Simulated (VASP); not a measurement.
# SnMo2 (P4_2/mnm) in VASP: further runs

Runs on SnMo2. Level: PBE. Tasks: single point, relaxation of cell and atoms.

All numbers are computed with VASP 6.6.1; they aren't measurements. Logs are shortened: lines on timing, memory, paths and dates and some standing lists are left out, and cuts for length are marked.

### 1 The cell of the first run

It takes space group P4_2/mnm (No. 136, tetragonal). Conventional cell: a = 5.668 Å, b = 5.668 Å, c = 3.651 Å, α = 90.00°, β = 90.00°, γ = 90.00°. Within 3.2 Å of Sn (site symmetry mmm) lie 6 Mo at 2.40 to 2.45 Å. Mo (site symmetry m2m) has 3 Sn at 2.40 to 2.45 Å and 1 Mo at 3.11 Å within 3.2 Å.

### 2 Single point, PBE

Contents of INCAR:

```
SYSTEM = SnMo2
PREC = Accurate
ENCUT = 520
EDIFF = 1E-7
ISMEAR = 0
SIGMA = 0.1
LREAL = .False.
LASPH = .True.
NELM = 60
ALGO = Fast
ISIF = 2
LWAVE = .False.
LCHARG = .False.
GGA = PE
NBANDS = 51
```

Contents of KPOINTS:

```
Automatic mesh
0
Gamma
  4 4 6
  0 0 0
```

Contents of POSCAR:

```
SnMo2
1.0
    5.6682417675      0.0000000000      0.0000000000
    0.0000000000      5.6682417675      0.0000000000
    0.0000000000      0.0000000000      3.6509201981
Sn Mo
2 4
Direct
    0.0000000000      0.0000000000      0.0000000000
    0.5000000000      0.5000000000      0.5000000000
    0.3060000000      0.3060000000      0.0000000000
    0.1940000000      0.8060000000      0.5000000000
    0.6940000000      0.6940000000      0.0000000000
    0.8060000000      0.1940000000      0.5000000000
```

Potentials or basis: VASP PAW PBE potentials, release 64 (Sn_d, Mo_sv).

Run with:

```console
> cat potpaw_PBE.64/Sn_d/POTCAR potpaw_PBE.64/Mo_sv/POTCAR > POTCAR
> mpirun -np 1 vasp_std > vasp.out
```

OUTCAR:

```text
SYSTEM = SnMo2
   PREC = Accurate
   ENCUT = 520
   EDIFF = 1E-7
   ISMEAR = 0
   LREAL = .False.
   LASPH = .True.
   NELM = 60
   ISIF = 2
   GGA = PE

 ion  position               nearest neighbor table
   1  0.000  0.000  0.000-   4 2.40   6 2.40   4 2.40   6 2.40   5 2.45   3 2.45
   2  0.500  0.500  0.500-   3 2.40   5 2.40   3 2.40   5 2.40   4 2.45   6 2.45
   3  0.306  0.306  0.000-   2 2.40   2 2.40   1 2.45   5 3.11   6 3.43   4 3.43   4 3.43   6 3.43
                             4 3.43   4 3.43   6 3.43   6 3.43
   4  0.194  0.806  0.500-   1 2.40   1 2.40   2 2.45   6 3.11   3 3.43   5 3.43   3 3.43   5 3.43
                             3 3.43   3 3.43   5 3.43   5 3.43
   5  0.694  0.694  0.000-   2 2.40   2 2.40   1 2.45   3 3.11   6 3.43   4 3.43   4 3.43   6 3.43
                             6 3.43   6 3.43   4 3.43   4 3.43
   6  0.806  0.194  0.500-   1 2.40   1 2.40   2 2.45   4 3.11   5 3.43   3 3.43   3 3.43   5 3.43
                             5 3.43   5 3.43   3 3.43   3 3.43

  LATTYP: Found a simple tetragonal cell.
 ALAT       =     5.6682417675
 C/A-ratio  =     0.6441010013

  Lattice vectors:

 A1 = (   5.6682417675,   0.0000000000,   0.0000000000)
 A2 = (   0.0000000000,   5.6682417675,   0.0000000000)
 A3 = (   0.0000000000,   0.0000000000,   3.6509201981)

Analysis of symmetry for initial positions (statically):
=====================================================================
 Subroutine PRICEL returns:
 Original cell was already a primitive cell.

 Routine SETGRP: Setting up the symmetry group for a
 simple tetragonal supercell.

 Subroutine GETGRP returns: Found 16 space group operations
 (whereof  8 operations were pure point group operations)
 out of a pool of 16 trial point group operations.

The static configuration has the point symmetry D_2h.
 The point group associated with its full space group is D_4h.

Analysis of symmetry for dynamics (positions and initial velocities):
=====================================================================
 Subroutine PRICEL returns:
 Original cell was already a primitive cell.

 Routine SETGRP: Setting up the symmetry group for a
 simple tetragonal supercell.

 Subroutine GETGRP returns: Found 16 space group operations
 (whereof  8 operations were pure point group operations)
 out of a pool of 16 trial point group operations.

The dynamic configuration has the point symmetry D_2h.
 The point group associated with its full space group is D_4h.

 Subroutine INISYM returns: Found 16 space group operations
 (whereof  8 operations are pure point group operations),
 and found     1 'primitive' translations

----------------------------------------------------------------------------------------

                                     Primitive cell

  volume of cell :     117.3003

  direct lattice vectors                    reciprocal lattice vectors
     5.668241767  0.000000000  0.000000000     0.176421550  0.000000000  0.000000000
     0.000000000  5.668241767  0.000000000     0.000000000  0.176421550  0.000000000
     0.000000000  0.000000000  3.650920198     0.000000000  0.000000000  0.273903549

  length of vectors
     5.668241767  5.668241767  3.650920198     0.176421550  0.176421550  0.273903549

  position of ions in fractional coordinates (direct lattice)
     0.000000000  0.000000000  0.000000000
     0.500000000  0.500000000  0.500000000
     0.306000000  0.306000000  0.000000000
     0.194000000  0.806000000  0.500000000
     0.694000000  0.694000000  0.000000000
     0.806000000  0.194000000  0.500000000

  ion indices of the primitive-cell ions
   primitive index   ion index
                 1           1
                 2           2
                 3           3
                 4           4
                 5           5
                 6           6

----------------------------------------------------------------------------------------

 KPOINTS: Automatic mesh

Automatic generation of k-mesh.
 Grid dimensions read from file:
 generate k-points for:    4    4    6

[... 45 lines left out ...]
   NGX = 21   NGY = 21   NGZ = 13

 number of electron      84.0000012 magnetization

 Free energy of the ion-electron system (eV)
  ---------------------------------------------------
  ext. energy  EPLUGINS =         0.00000000
  ---------------------------------------------------
  free energy    TOTEN  =       -36.46515819 eV

  energy without entropy =      -36.42608960  energy(sigma->0) =      -36.44562390

 E-fermi :   9.8805     XC(G=0): -11.8417

 val. band max:        9.8700763913   @ k =   0.2500   0.2500   0.0000
 cond. band min:       9.9238174567   @ k =   0.5000   0.0000   0.1667
 fundamental gap:      0.0537410654
 Fermi energy:         9.8805186248

 k-point     1 :       0.0000    0.0000    0.0000
  band No.  band energies     occupation
      1     -51.0518      2.00000
      2     -51.0256      2.00000
      3     -51.0223      2.00000
      4     -51.0223      2.00000
      5     -25.5181      2.00000
      6     -25.3730      2.00000
[... 43 lines left out ...]
     50      12.7142      0.00000
     51      13.1541      0.00000

 k-point     2 :       0.2500    0.0000    0.0000
  band No.  band energies     occupation
      1     -51.0485      2.00000
      2     -51.0312      2.00000
      3     -51.0218      2.00000
      4     -51.0206      2.00000
      5     -25.4929      2.00000
      6     -25.3893      2.00000
[... 43 lines left out ...]
     50      12.5946      0.00000
     51      13.4664      0.00000

 k-point     3 :       0.5000    0.0000    0.0000
  band No.  band energies     occupation
      1     -51.0404      2.00000
      2     -51.0404      2.00000
      3     -51.0207      2.00000
      4     -51.0207      2.00000
      5     -25.4368      2.00000
      6     -25.4368      2.00000
[... 43 lines left out ...]
     50      11.6854      0.00000
     51      13.5673      0.00000
[... 1027 lines left out ...]
 k-point    23 :       0.5000    0.2500    0.5000
  band No.  band energies     occupation
      1     -51.0332      2.00000
      2     -51.0332      2.00000
      3     -51.0222      2.00000
      4     -51.0222      2.00000
      5     -25.4294      2.00000
      6     -25.4294      2.00000
[... 43 lines left out ...]
     50      11.5291      0.00000
     51      13.3396      0.00000

 k-point    24 :       0.5000    0.5000    0.5000
  band No.  band energies     occupation
      1     -51.0334      2.00000
      2     -51.0334      2.00000
      3     -51.0220      2.00000
      4     -51.0220      2.00000
      5     -25.4498      2.00000
      6     -25.4498      2.00000
[... 43 lines left out ...]
     50      11.3855      0.00000
     51      13.1315      0.00000

------------------------ aborting loop because EDIFF is reached ----------------------------------------

  FORCE on cell =-STRESS in cart. coord.  units (eV):
  Direction    XX          YY          ZZ          XY          YZ          ZX
  --------------------------------------------------------------------------------------
  -------------------------------------------------------------------------------------
  Total       21.9993674     21.9993674     33.5684263     -0.0000000      0.0000000      0.0000000
  in kB      300.4842426    300.4842426    458.5033282     -0.0000000      0.0000000      0.0000000
  external PRESSURE =     353.1572712 kB  Pullay stress =       0.0000000 kB

 VOLUME and BASIS-vectors are now :
 -----------------------------------------------------------------------------
  energy-cutoff  :      520.00
  volume of cell :      117.30
      direct lattice vectors                 reciprocal lattice vectors
     5.668241767  0.000000000  0.000000000     0.176421550  0.000000000  0.000000000
     0.000000000  5.668241767  0.000000000     0.000000000  0.176421550  0.000000000
     0.000000000  0.000000000  3.650920198     0.000000000  0.000000000  0.273903549

 POSITION                                       TOTAL-FORCE (eV/Angst)
 -----------------------------------------------------------------------------------
      0.00000      0.00000      0.00000         0.000000      0.000000      0.000000
      2.83412      2.83412      1.82546         0.000000      0.000000      0.000000
      1.73448      1.73448      0.00000        -1.652872     -1.652872     -0.000000
      1.09964      4.56860      1.82546         1.652872     -1.652872     -0.000000
      3.93376      3.93376      0.00000         1.652872      1.652872      0.000000
      4.56860      1.09964      1.82546        -1.652872      1.652872      0.000000
 -----------------------------------------------------------------------------------
    total drift:                                0.000000     -0.000000      0.000000

  FREE ENERGIE OF THE ION-ELECTRON SYSTEM (eV)
  ---------------------------------------------------
  free  energy   TOTEN  =       -36.4651581905 eV

  energy  without entropy=      -36.4260896022  energy(sigma->0) =      -36.44562390
```

Run time: 2.3 min. Hardware: 1 thread of Intel Xeon 6975P-C (Granite Rapids), shared host; peak memory 0.28 GiB.

Results:

| Quantity | Value |
| --- | --- |
| Free energy | -36.4652 eV |
| Pressure | 35.3 GPa |
| Largest force | 2.338 eV/Å |
| Band gap on the k mesh | zero (bands 42 and 43 overlap by 0.79 eV) |

Forces in eV/Å, atoms in the order of the input:
```
Sn   0.000  0.000  0.000
Sn   0.000  0.000  0.000
Mo  -1.653 -1.653  0.000
Mo   1.653 -1.653  0.000
Mo   1.653  1.653  0.000
Mo  -1.653  1.653  0.000
```

Stress tensor (GPa, compression positive):
```
30.05  0.00  0.00
 0.00 30.05  0.00
 0.00  0.00 45.85
```

Caveat: the cell stands under pressure; spin-orbit coupling is left out, which moves the levels of the heavy elements; forces of over 1 eV/Å act on the atoms, so gaps and moduli don't describe the material at rest.

### 3 Single point, PBE

This run uses another cell than the first one, of 22.72 Å³/atom.

Contents of INCAR:

```
SYSTEM = SnMo2
PREC = Accurate ; ENCUT = 520
EDIFF = 1E-6 ; ISMEAR = 0
SIGMA = 0.1 ; LREAL = .FALSE.
LASPH = .TRUE. ; NELM = 60
ALGO = Fast ; ISIF = 2
LWAVE = .FALSE. ; LCHARG = .FALSE.
GGA = PE ; NBANDS = 51
```

Contents of KPOINTS:

```
Automatic mesh
0
G
  4 4 6
  0 0 0
```

Contents of POSCAR:

```
SnMo2
1.0
    7.0657174761      0.0000000000      0.0000000000
    0.0000000000      7.0657174761      0.0000000000
    0.0000000000      0.0000000000      2.7299936481
Sn Mo
2 4
Direct
    0.0000000000      0.0000000000      0.0000000000
    0.5000000000      0.5000000000      0.5000000000
    0.2626610083      0.2626610083      0.0000000000
    0.2373389917      0.7626610083      0.5000000000
    0.7373389917      0.7373389917      0.0000000000
    0.7626610083      0.2373389917      0.5000000000
```

Potentials or basis: VASP PAW PBE potentials, release 64 (Sn_d, Mo_sv).

Run with:

```console
> cat potpaw_PBE.64/Sn_d/POTCAR potpaw_PBE.64/Mo_sv/POTCAR > POTCAR
> mpirun -np 1 vasp_std > vasp.out
```

Wall time 3.1 min (1 thread of Intel Xeon 6975P-C (Granite Rapids), shared host); peak memory 0.28 GiB.

Results (log left out):

```yaml
Free_energy: -41.3644 eV
Pressure: 0.2 GPa
Largest_force: 0.005 eV/Å
Band_gap_on_the_k_mesh: zero (bands 42 and 43 overlap by 0.56 eV)
```

Forces in eV/Å, atoms in the order of the input:
```
Sn   0.000  0.000  0.000
Sn   0.000  0.000  0.000
Mo  -0.003 -0.003  0.000
Mo   0.003 -0.003  0.000
Mo   0.003  0.003  0.000
Mo  -0.003  0.003  0.000
```

Stress tensor (GPa, compression positive):
```
0.29 0.00 0.00
0.00 0.29 0.00
0.00 0.00 0.14
```

Levels at points of the mesh, in eV from the Fermi level:
| k point | band 39 | band 40 | band 41 | band 42 | band 43 | band 44 | band 45 | band 46 |
| --- | --- | --- | --- | --- | --- | --- | --- | --- |
| (0.00, 0.00, 0.00) | -0.95 | -0.95 | -0.50 | -0.01 | 0.83 | 0.90 | 1.47 | 1.47 |
| (0.50, 0.00, 0.00) | -1.17 | -1.17 | -0.38 | -0.38 | 1.14 | 1.14 | 1.47 | 1.47 |
| (0.50, 0.50, 0.00) | -1.34 | -1.34 | -0.31 | -0.31 | 1.21 | 1.21 | 1.55 | 1.56 |
| (0.00, 0.00, 0.50) | -0.83 | -0.83 | 0.02 | 0.02 | 0.03 | 0.03 | 0.74 | 0.74 |
| (0.50, 0.00, 0.50) | -0.37 | -0.37 | 0.12 | 0.12 | 0.18 | 0.18 | 0.85 | 0.85 |
| (0.50, 0.50, 0.50) | -0.81 | -0.81 | 0.41 | 0.41 | 0.52 | 0.52 | 0.95 | 0.95 |

Caveat: the k points lie up to 0.38 Å⁻¹ apart, too coarse for converged energies and pressures of a metal; spin-orbit coupling is left out, which moves the levels of the heavy elements.

### 4 Relaxation of cell and atoms, PBE

Contents of INCAR:

```
SYSTEM = SnMo2
PREC = Accurate
ENCUT = 600
EDIFF = 1E-6
ISMEAR = 0
SIGMA = 0.1
LREAL = .FALSE.
LASPH = .TRUE.
NELM = 80
ALGO = Fast
ISIF = 3
LWAVE = .FALSE.
LCHARG = .FALSE.
GGA = PE
IBRION = 2
NSW = 90
EDIFFG = -0.04
```

Contents of KPOINTS:

```
regular mesh
0
G
  4 4 6
  0 0 0
```

Contents of POSCAR:

```
SnMo2
1.0
    5.6682417675      0.0000000000      0.0000000000
    0.0000000000      5.6682417675      0.0000000000
    0.0000000000      0.0000000000      3.6509201981
Sn Mo
2 4
Direct
    0.0000000000      0.0000000000      0.0000000000
    0.5000000000      0.5000000000      0.5000000000
    0.3060000000      0.3060000000      0.0000000000
    0.1940000000      0.8060000000      0.5000000000
    0.6940000000      0.6940000000      0.0000000000
    0.8060000000      0.1940000000      0.5000000000
```

Run with:

```console
> cat potpaw_PBE.64/Sn_d/POTCAR potpaw_PBE.64/Mo_sv/POTCAR > POTCAR
> mpirun -np 1 vasp_std > vasp.out
```

It took 72 min on 1 thread of Intel Xeon 6975P-C (Granite Rapids), shared host; peak memory 0.38 GiB.

The run converged. Its results:

```
Free energy                           : -41.9849 eV
Relaxed volume                        : 23.56 Å³/atom
Relaxed cell                          : a = 5.296 Å, b = 5.296 Å, c = 5.041 Å, α = 90.00°, β = 90.00°, γ = 90.00°
Space group after relaxing (to 0.1 Å) : P4_2/mnm (No. 136)
Energy gained by relaxing             : 920.0 meV/atom
Ionic steps                           : 38
Pressure after relaxing               : 0.1 GPa
Largest force after relaxing          : 0.012 eV/Å
Band gap on the k mesh                : zero (bands 42 and 43 overlap by 0.75 eV)
```

Forces in eV/Å, atoms in the order of the input:
```
Sn   0.000  0.000  0.000
Sn   0.000  0.000  0.000
Mo  -0.009 -0.009  0.000
Mo   0.009 -0.009  0.000
Mo   0.009  0.009  0.000
Mo  -0.009  0.009  0.000
```

Step by step:
| step | energy change (eV) | largest force (eV/Å) | pressure (GPa) | volume (Å³) |
| --- | --- | --- | --- | --- |
| 1 | 0.0000 | 2.3379 | 35.28 | 117.30 |
| 2 | 2.3959 | 0.7893 | -16.13 | 206.21 |
| 3 | -2.5051 | 0.6126 | -2.21 | 146.12 |
| 4 | -2.5366 | 0.5069 | -0.34 | 143.55 |
| 5 | -2.5401 | 0.4581 | 0.40 | 142.48 |
| 6 | -2.5397 | 0.4325 | 0.82 | 141.94 |
| 7 | -2.5581 | 0.0146 | -0.13 | 143.44 |
| 8 | -2.5585 | 0.0679 | -0.01 | 143.24 |
| 9 | -2.5662 | 0.1132 | -0.14 | 143.41 |
| 10 | -2.6073 | 0.2935 | -0.56 | 143.89 |
| 11 | -2.7916 | 0.8176 | -1.58 | 144.73 |
| 12 | -3.4252 | 1.5226 | -4.04 | 145.98 |
| 13 | -4.4955 | 2.0670 | -6.55 | 146.87 |
| 14 | -3.2272 | 5.2614 | 10.81 | 142.80 |
| 15 | -4.5476 | 2.5485 | -6.62 | 146.74 |
| 16 | -5.0397 | 1.5826 | -3.63 | 145.43 |
| 17 | -5.0120 | 2.2022 | -5.56 | 146.03 |
| 18 | -5.0473 | 2.0550 | -5.08 | 145.87 |
| 19 | -5.0477 | 2.0508 | -5.08 | 145.87 |
| 20 | -5.0487 | 2.0359 | -5.05 | 145.89 |
| 21 | -5.0505 | 2.0071 | -5.01 | 145.94 |
| 22 | -5.0525 | 1.9461 | -4.89 | 146.02 |
| 23 | -5.0545 | 1.9432 | -4.88 | 146.00 |
| 24 | -5.0604 | 1.9329 | -4.84 | 145.94 |
| 25 | -5.0720 | 1.9120 | -4.76 | 145.82 |
| 26 | -5.0950 | 1.8694 | -4.62 | 145.59 |
| 27 | -5.1393 | 1.7837 | -4.33 | 145.13 |
| 28 | -5.2212 | 1.6072 | -3.67 | 144.19 |
| 29 | -5.3558 | 1.2307 | -2.23 | 142.34 |
| 30 | -5.4881 | 0.3754 | 1.34 | 138.62 |
| 31 | -5.4897 | 0.2448 | 1.90 | 138.11 |
| 32 | -5.4976 | 0.2186 | 1.63 | 138.56 |
| 33 | -5.5138 | 0.1455 | 0.79 | 139.90 |
| 34 | -5.5141 | 0.0263 | -0.69 | 142.61 |
| 35 | -5.5190 | 0.0797 | 0.01 | 141.29 |
| 36 | -5.5190 | 0.0823 | 0.05 | 141.23 |
| 37 | -5.5194 | 0.0581 | 0.05 | 141.27 |
| 38 | -5.5201 | 0.0123 | 0.08 | 141.38 |

Final structure:
```cif
data_structure
_symmetry_space_group_name_H-M 'P 1'
_symmetry_Int_Tables_number 1
_cell_length_a 5.2958
_cell_length_b 5.2958
_cell_length_c 5.0411
_cell_angle_alpha 90.000
_cell_angle_beta 90.000
_cell_angle_gamma 90.000
_cell_volume 141.38
loop_
_atom_site_label
_atom_site_type_symbol
_atom_site_fract_x
_atom_site_fract_y
_atom_site_fract_z
_atom_site_occupancy
Sn1 Sn 0.00000 0.00000 0.00000 1
Sn2 Sn 0.50000 0.50000 0.50000 1
Mo1 Mo 0.35083 0.35083 0.00000 1
Mo2 Mo 0.14917 0.85083 0.50000 1
Mo3 Mo 0.64917 0.64917 0.00000 1
Mo4 Mo 0.85083 0.14917 0.50000 1
```

Levels at points of the mesh, in eV from the Fermi level:
| k point | band 38 | band 39 | band 40 | band 41 | band 42 | band 43 | band 44 | band 45 | band 46 | band 47 |
| --- | --- | --- | --- | --- | --- | --- | --- | --- | --- | --- |
| (0.00, 0.00, 0.00) | -1.12 | -1.06 | -0.90 | -0.84 | -0.56 | -0.52 | -0.50 | -0.50 | 1.20 | 1.33 |
| (0.50, 0.00, 0.00) | -1.58 | -0.45 | -0.45 | 0.23 | 0.23 | 0.41 | 0.41 | 0.72 | 0.72 | 1.28 |
| (0.50, 0.50, 0.00) | -1.69 | -1.32 | -1.32 | -0.14 | -0.14 | 0.49 | 0.49 | 0.52 | 0.52 | 1.62 |
| (0.00, 0.00, 0.50) | -1.91 | -0.90 | -0.90 | 0.22 | 0.22 | 0.92 | 0.92 | 0.99 | 0.99 | 1.05 |
| (0.50, 0.00, 0.50) | -1.93 | -1.12 | -1.12 | -0.27 | -0.27 | 0.22 | 0.22 | 0.79 | 0.79 | 1.41 |
| (0.50, 0.50, 0.50) | -1.89 | -1.32 | -1.32 | -0.12 | -0.12 | 0.25 | 0.25 | 0.36 | 0.36 | 0.58 |

Caveat: the volume moved by over 15 % at a fixed basis, so the end points are rough; spin-orbit coupling is left out, which moves the levels of the heavy elements.

### 5 Summary

```tsv
task	cell	cutoff (eV)	gap on the mesh (eV)	pressure (GPa)	largest force (eV/Å)
single point	a = 5.668, b = 5.668, c = 3.651 Å, 6 atoms, atomic positions A	520	none	35.3	2.34
single point	a = 7.066, b = 7.066, c = 2.730 Å, 6 atoms, atomic positions B	520	none	0.2	-
relaxation of cell and atoms	relaxed from a = 5.668, b = 5.668, c = 3.651 Å, 6 atoms, atomic positions A	600	none	0.1	0.01
```

Alike in all rows: level PBE; potentials or basis VASP PAW PBE potentials, release 64 (Sn_d, Mo_sv); no spin polarisation; k mesh 4 × 4 × 6; smearing gaussian 0.1 eV.

Caveats: some runs use coarse meshes; spin-orbit coupling is left out, which moves the levels of the heavy elements; the cell stands under pressure (at least some runs); forces of over 1 eV/Å act on the atoms, so gaps and moduli don't describe the material at rest (at least some runs); the volume moved by over 15 % at a fixed basis, so the end points are rough (at least some runs).

Total energies depend on the potentials used, so only differences within one code and one set of settings carry meaning.
